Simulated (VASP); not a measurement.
Here is a VASP 6.6.1 calculation.

File INCAR:

```
SYSTEM = Sn
PREC = Accurate
ENCUT = 520
EDIFF = 1E-6
ISMEAR = 0
SIGMA = 0.05
LREAL = .FALSE.
LASPH = .TRUE.
NELM = 60
ALGO = Normal
ISIF = 2
LWAVE = .FALSE.
LCHARG = .TRUE.
GGA = PS
LELF = .TRUE.
LVHAR = .TRUE.
NBANDS = 13
```

KPOINTS

```
Automatic mesh
0
G
  16 16 16
  0 0 0
```

Contents of POSCAR:

```
Sn
1.0
   -1.8946518192      1.8946518192      1.8946518192
    1.8946518192     -1.8946518192      1.8946518192
    1.8946518192      1.8946518192     -1.8946518192
Sn
1
Direct
    0.0000000000      0.0000000000      0.0000000000
```

Potentials or basis: VASP PAW PBE potentials, release 64 (Sn_d).

Run with:

```console
$ cat potpaw_PBE.64/Sn_d/POTCAR > POTCAR
$ mpirun -np 1 vasp_std > vasp.out
```

(1) Predict the pressure.

(2) What does it give for the band gap on the k mesh?

## Answers

(1) -1.8 GPa.

(2) zero (band 7 reaches 15.86 eV, above the bottom of band 8 at 5.54 eV).

Caveat: the PAW data sets were made with another functional, which shifts forces and pressure a little; spin-orbit coupling is left out, which moves the levels of the heavy elements.
